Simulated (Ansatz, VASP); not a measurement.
# One calculation of TaRu, two programs

Contents of INCAR:

```
  PREC = Accurate
  ENCUT = 560
  EDIFF = 1E-6
  ISMEAR = -1
  SIGMA = 0.15
  LREAL = False
  LASPH = True
  NELM = 120
  ALGO = Normal
  ISIF = 2
  LWAVE = False
  LCHARG = False
  GGA = CA
  NBANDS = 22
  GGA_COMPAT = False
```

KPOINTS

```
Automatic mesh
0
Gamma
  14 14 14
```

The input POSCAR:

```
TaRu
1.0
    3.0995706851      0.0000000000      0.0000000000
    0.0000000000      3.0995706851      0.0000000000
    0.0000000000      0.0000000000      3.0995706851
Ta Ru
1 1
Direct
    0.5000000000      0.5000000000      0.5000000000
    0.0000000000      0.0000000000      0.0000000000
```

Input for Ansatz:

```yaml
crystal:
  lattice:
    - [3.0995706851, 0.0, 0.0]
    - [0.0, 3.0995706851, 0.0]
    - [0.0, 0.0, 3.0995706851]
  atoms:
    - { symbol: Ta, position: [0.5, 0.5, 0.5] }
    - { symbol: Ru, position: [0.0, 0.0, 0.0] }
basis:
  ecutwfc: 420
kpoints:
  mp_grid: { grid: [14, 14, 14] }
hamiltonian:
  xc: lda
scf:
  occupations: { method: fermi_dirac, width: 0.15 }
output:
  forces: true
  stress: true
  eigenvalues: true
```

Alike in both runs: task single point; functional LDA; k mesh 14 × 14 × 14; occupations fermi-dirac, width 0.15 eV; no spin polarisation.

```csv
,VASP,Ansatz
version,VASP 6.6.1,Ansatz 0.2.0
potentials or method,"VASP PAW LDA potentials, release 64 (Ta_sv_GW, Ru_sv), cutoff 560 eV","scalar-relativistic, plane waves, PAW"
valence electrons in the cell,29,29
```

VASP gave:

```
gap on the k mesh at the Fermi level (eV) : none
pressure (GPa)                            : 6.3
```

Problem. What did Ansatz give for the same quantities?

Solution. gap on the k mesh at the Fermi level (eV): none; pressure (GPa): 6.0.

LDA's correlation is that of Perdew and Zunger in VASP and of Perdew and Wang (1992) in Ansatz. A gap of «none» marks a metal or a gap that the smearing closes.

Neither program's run includes spin-orbit coupling.
